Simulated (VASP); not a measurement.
# TaN (P-6m2) in VASP: notebook

Runs on TaN. Level: PBEsol. Tasks: single point.

All numbers are computed with VASP 6.6.1; they aren't measurements. Logs are shortened: lines on timing, memory, paths and dates and some standing lists are left out, and cuts for length are marked.

## Step 1: The cell of the first run

The structure is hexagonal, space group P-6m2 (No. 187). The conventional cell has a = 3.006 Å, b = 3.006 Å, c = 2.716 Å, α = 90.00°, β = 90.00°, γ = 120.00°. Ta (site symmetry -6m2) has 6 N at 2.20 Å and 2 Ta at 2.72 Å within 2.9 Å. Within 2.9 Å of N (site symmetry -6m2) lie 6 Ta at 2.20 Å and 2 N at 2.72 Å.

## Step 2: Single point, PBEsol

Contents of INCAR:

```
SYSTEM = TaN
PREC = Accurate ; ENCUT = 520
EDIFF = 1E-6 ; ISMEAR = 0
SIGMA = 0.15 ; LREAL = .FALSE.
LASPH = .TRUE. ; NELM = 100
ALGO = Normal ; ISIF = 2
LWAVE = .FALSE. ; LCHARG = .TRUE.
GGA = PS ; LELF = .TRUE.
LVHAR = .TRUE. ; NBANDS = 15
```

Contents of KPOINTS:

```
Automatic mesh
0
G
  24 24 24
  0 0 0
```

Contents of POSCAR:

```
TaN
1.0
    3.0063979411      0.0000000000      0.0000000000
   -1.5031989706      2.6036169909      0.0000000000
    0.0000000000      0.0000000000      2.7155045998
Ta N
1 1
Direct
    0.3333333333      0.6666666667      0.5000000000
    0.0000000000      0.0000000000      0.0000000000
```

Potentials or basis: VASP PAW PBE potentials, release 64 (Ta_pv, N).

Command:

```bash
> cat potpaw_PBE.64/Ta_pv/POTCAR potpaw_PBE.64/N/POTCAR > POTCAR
> mpirun -np 1 vasp_std > vasp.out
```

OUTCAR:

```text
SYSTEM = TaN
   PREC = Accurate
   ENCUT = 520
   EDIFF = 1E-6
   ISMEAR = 0
   LREAL = .FALSE.
   LASPH = .TRUE.
   NELM = 100
   ISIF = 2
   GGA = PS

 ion  position               nearest neighbor table
   1  0.333  0.667  0.500-   2 2.20   2 2.20   2 2.20   2 2.20   2 2.20   2 2.20
   2  0.000  0.000  0.000-   1 2.20   1 2.20   1 2.20   1 2.20   1 2.20   1 2.20

  LATTYP: Found a hexagonal cell.
 ALAT       =     3.0063979411
 C/A-ratio  =     0.9032419038

  Lattice vectors:

 A1 = (   3.0063979411,   0.0000000000,   0.0000000000)
 A2 = (  -1.5031989706,   2.6036169909,   0.0000000000)
 A3 = (   0.0000000000,   0.0000000000,   2.7155045998)

Analysis of symmetry for initial positions (statically):
=====================================================================
 Subroutine PRICEL returns:
 Original cell was already a primitive cell.

 Routine SETGRP: Setting up the symmetry group for a
 hexagonal supercell.

 Subroutine GETGRP returns: Found 12 space group operations
 (whereof 12 operations were pure point group operations)
 out of a pool of 24 trial point group operations.

The static configuration has the point symmetry D_3h.

Analysis of symmetry for dynamics (positions and initial velocities):
=====================================================================
 Subroutine PRICEL returns:
 Original cell was already a primitive cell.

 Routine SETGRP: Setting up the symmetry group for a
 hexagonal supercell.

 Subroutine GETGRP returns: Found 12 space group operations
 (whereof 12 operations were pure point group operations)
 out of a pool of 24 trial point group operations.

The dynamic configuration has the point symmetry D_3h.

 Subroutine INISYM returns: Found 12 space group operations
 (whereof 12 operations are pure point group operations),
 and found     1 'primitive' translations

----------------------------------------------------------------------------------------

                                     Primitive cell

  volume of cell :      21.2556

  direct lattice vectors                    reciprocal lattice vectors
     3.006397941  0.000000000  0.000000000     0.332623964  0.192040535  0.000000000
    -1.503198971  2.603616991  0.000000000     0.000000000  0.384081070  0.000000000
     0.000000000  0.000000000  2.715504600     0.000000000  0.000000000  0.368255683

  length of vectors
     3.006397941  3.006397941  2.715504600     0.384081070  0.384081070  0.368255683

  position of ions in fractional coordinates (direct lattice)
     0.333333333  0.666666667  0.500000000
     0.000000000  0.000000000  0.000000000

  ion indices of the primitive-cell ions
   primitive index   ion index
                 1           1
                 2           2

----------------------------------------------------------------------------------------

 KPOINTS: Automatic mesh

Automatic generation of k-mesh.
 Grid dimensions read from file:
 generate k-points for:   24   24   24

 Generating k-lattice:

  Cartesian coordinates                     Fractional coordinates (reciprocal lattice)
     0.013859332  0.008001689  0.000000000     0.041666667  0.000000000  0.000000000
     0.000000000  0.016003378  0.000000000     0.000000000  0.041666667  0.000000000
     0.000000000  0.000000000  0.015343987     0.000000000  0.000000000  0.041666667

  Length of vectors
     0.016003378  0.016003378  0.015343987

  Shift w.r.t. Gamma in fractional coordinates (k-lattice)
     0.000000000  0.000000000  0.000000000

 Subroutine IBZKPT returns following result:
 ===========================================

 Found    793 irreducible k-points:

 Following reciprocal coordinates:
            Coordinates               Weight
  0.000000  0.000000  0.000000      1.000000
  0.041667 -0.000000  0.000000      6.000000
  0.083333 -0.000000  0.000000      6.000000
  0.125000  0.000000  0.000000      6.000000
  0.166667 -0.000000  0.000000      6.000000
  0.208333  0.000000  0.000000      6.000000
[... 16 lines left out ...]
  0.416667  0.041667  0.000000     12.000000
  0.458333  0.041667  0.000000     12.000000
 [... further k-points ...]
   k-points           NKPTS =    793   k-points in BZ     NKDIM =    793   number of bands    NBANDS=     15
   number of dos      NEDOS =    301   number of ions     NIONS =      2
   total plane-waves  NPLWV =  11520
   dimension x,y,z NGX =    24 NGY =   24 NGZ =   20
   dimension x,y,z NGXF=    48 NGYF=   48 NGZF=   40
   ions per type =               1   1
   NGX,Y,Z   is equivalent  to a cutoff of  13.27, 13.27, 12.24 a.u.
   NGXF,Y,Z  is equivalent  to a cutoff of  26.54, 26.54, 24.49 a.u.
 SYSTEM =  TaN
   PREC   = accura    normal or accurate (medium, high low for compatibility)
   ISTART =      0    job   : 0-new  1-cont  2-samecut
   ICHARG =      2    charge: 1-file 2-atom 10-const
   ISPIN  =      1    spin polarized calculation?
   LNONCOLLINEAR =      F non collinear calculations
   LSORBIT =      F    spin-orbit coupling
   LASPH  =      T    aspherical Exc in radial PAW
   ENCUT  =  520.0 eV  38.22 Ry    6.18 a.u.   5.59  5.59  5.05*2*pi/ulx,y,z
   NELM   =    100;   NELMIN=  2; NELMDL= -5     # of ELM steps
   EDIFF  = 0.1E-05   stopping-criterion for ELM
   LREAL  =      F    real-space projection
   EDIFFG = 0.1E-04   stopping-criterion for IOM
   NSW    =      0    number of steps for IOM
   IBRION =     -1    ionic relax: 0-MD 1-quasi-New 2-CG
   NFREE  =      0    steps in history (QN), initial steepest desc. (CG)
   ISIF   =      2    stress and relaxation
   ISYM   =      2    0-nonsym 1-usesym 2-fastsym
   POTIM  = 0.5000    time-step for ionic-motion
   TEBEG  =    0.0;   TEEND  =   0.0 temperature during run
   PSTRESS=    0.0 pullay stress
   NELECT =      16.0000    total number of electrons
   NUPDOWN=      -1.0000    fix difference up-down
   EMIN   =  10.00;   EMAX   =-10.00  energy-range for DOS
   EFERMI =   0.00;   METHOD = LEGACY
   ISMEAR =     0;   SIGMA  =   0.15  broadening in eV -4-tet -1-fermi 0-gaus
   EFERMI_NEDOS =   21; number of points for ismear=-14 and -15
   IALGO  =     38    algorithm
   IMIX   =      4    mixing-type and parameters
     AMIX     =   0.40;   BMIX     =  1.00
     AMIX_MAG =   1.60;   BMIX_MAG =  1.00
  volume/ion in A,a.u.               =      10.63        71.72
  Fermi-wavevector in a.u.,A,eV,Ry     =   1.489213  2.814204 30.174390  2.217755
  Thomas-Fermi vector in A             =   2.602150
   LORBIT       =      0    0 simple, 1 ext, 2 COOP (PROOUT), +10 PAW based schemes
   GGA     = PS    functional components
   LHFCALC =     F    Hartree Fock is set to
   AEXX    =    0.0000 exact exchange contribution
   IVDW    =     0    specifies the selected vdW correction
   LEPSILON=     F    determine dielectric tensor
   LRPA    =     F    only Hartree local field effects (RPA)
 non-spin polarized calculation
 Gauss-broadening in eV      SIGMA  =   0.15
  energy-cutoff  :      520.00
  volume of cell :       21.26
 maximum number of plane-waves:       592
 NGX is ok and might be reduce to    24
   NGX = 11   NGY = 11   NGZ = 11

 number of electron      15.9999999 magnetization

 Free energy of the ion-electron system (eV)
  ---------------------------------------------------
  ext. energy  EPLUGINS =         0.00000000
  ---------------------------------------------------
  free energy    TOTEN  =       -23.59705604 eV

  energy without entropy =      -23.59556964  energy(sigma->0) =      -23.59631284

 E-fermi :   8.2731     XC(G=0): -13.5634

 val. band max:        8.2615315997   @ k =   0.0417  -0.0000   0.3750
 cond. band min:       8.2850978953   @ k =   0.0417  -0.0000   0.4583
 fundamental gap:      0.0235662956
 Fermi energy:         8.2731208574

 k-point     1 :       0.0000    0.0000    0.0000
  band No.  band energies     occupation
      1     -26.3195      2.00000
      2     -26.3195      2.00000
      3     -26.2186      2.00000
      4      -9.6663      2.00000
      5       2.9963      2.00000
      6       2.9963      2.00000
      7       4.0436      2.00000
      8       5.9193      2.00000
      9       9.9712      0.00000
     10      12.3785      0.00000
     11      12.3785      0.00000
     12      12.5838      0.00000
     13      12.5838      0.00000
     14      21.5416      0.00000
     15      21.8896      0.00000

 k-point     2 :       0.0417   -0.0000    0.0000
  band No.  band energies     occupation
      1     -26.3361      2.00000
      2     -26.3230      2.00000
      3     -26.2167      2.00000
      4      -9.6305      2.00000
      5       2.8887      2.00000
      6       3.0252      2.00000
      7       4.0896      2.00000
      8       5.8699      2.00000
      9      10.1104      0.00000
     10      12.2975      0.00000
     11      12.3746      0.00000
     12      12.5684      0.00000
     13      12.6336      0.00000
     14      21.5252      0.00000
     15      21.8684      0.00000

 k-point     3 :       0.0833   -0.0000    0.0000
  band No.  band energies     occupation
      1     -26.3845      2.00000
      2     -26.3332      2.00000
      3     -26.2113      2.00000
      4      -9.5251      2.00000
      5       2.6066      2.00000
      6       3.1101      2.00000
      7       4.2082      2.00000
      8       5.7296      2.00000
      9      10.5002      0.00000
     10      12.0726      0.00000
     11      12.3654      0.00000
     12      12.5233      0.00000
     13      12.7726      0.00000
     14      21.4780      0.00000
     15      21.8268      0.00000
[... 343 lines left out ...]
 k-point    23 :       0.4167    0.0417    0.0000
  band No.  band energies     occupation
      1     -27.1818      2.00000
      2     -26.5227      2.00000
      3     -26.1129      2.00000
      4      -7.5457      2.00000
      5      -0.1291      2.00000
      6       3.8832      2.00000
      7       4.2986      2.00000
      8       5.0241      2.00000
      9      11.2745      0.00000
     10      11.6833      0.00000
     11      12.9139      0.00000
     12      14.1469      0.00000
     13      16.1232      0.00000
     14      20.0439      0.00000
     15      21.7394      0.00000

 k-point    24 :       0.4583    0.0417    0.0000
  band No.  band energies     occupation
      1     -27.2094      2.00000
      2     -26.5296      2.00000
      3     -26.1092      2.00000
      4      -7.4671      2.00000
      5      -0.1931      2.00000
      6       3.8291      2.00000
      7       4.2870      2.00000
      8       5.0305      2.00000
      9      11.4304      0.00000
     10      11.6545      0.00000
     11      12.9416      0.00000
     12      14.1637      0.00000
     13      16.5023      0.00000
     14      19.4889      0.00000
     15      21.7357      0.00000

 [... further k-points ...]

------------------------ aborting loop because EDIFF is reached ----------------------------------------

  FORCE on cell =-STRESS in cart. coord.  units (eV):
  Direction    XX          YY          ZZ          XY          YZ          ZX
  --------------------------------------------------------------------------------------
  -------------------------------------------------------------------------------------
  Total       -1.8739078     -1.8739078      5.7221997      0.0000000      0.0000000      0.0000000
  in kB     -141.2487797   -141.2487797    431.3198898      0.0000000      0.0000000      0.0000000
  external PRESSURE =      49.6074435 kB  Pullay stress =       0.0000000 kB

 VOLUME and BASIS-vectors are now :
 -----------------------------------------------------------------------------
  energy-cutoff  :      520.00
  volume of cell :       21.26
      direct lattice vectors                 reciprocal lattice vectors
     3.006397941  0.000000000  0.000000000     0.332623964  0.192040535  0.000000000
    -1.503198971  2.603616991  0.000000000     0.000000000  0.384081070  0.000000000
     0.000000000  0.000000000  2.715504600     0.000000000  0.000000000  0.368255683

 POSITION                                       TOTAL-FORCE (eV/Angst)
 -----------------------------------------------------------------------------------
     -0.00000      1.73574      1.35775         0.000000      0.000000      0.000000
      0.00000      0.00000      0.00000        -0.000000      0.000000      0.000000
 -----------------------------------------------------------------------------------
    total drift:                                0.000000     -0.000000     -0.000000

  FREE ENERGIE OF THE ION-ELECTRON SYSTEM (eV)
  ---------------------------------------------------
  free  energy   TOTEN  =       -23.5970560437 eV

  energy  without entropy=      -23.5955696387  energy(sigma->0) =      -23.59631284
```

Run time: 2.6 min. Hardware: 1 thread of Intel Xeon Platinum 8259CL at 2.50GHz (Skylake/Cascade Lake), shared host; peak memory 0.35 GiB.

What came out:

- Free energy: -23.5971 eV
- Pressure: 5.0 GPa
- Band gap on the k mesh: zero (band 8 reaches 8.55 eV, above the bottom of band 9 at 8.20 eV)

Caveat: the PAW data sets were made with another functional, which shifts forces and pressure a little; spin-orbit coupling is left out, which moves the levels of the heavy elements.

(Part 1 of 2 ends here.)
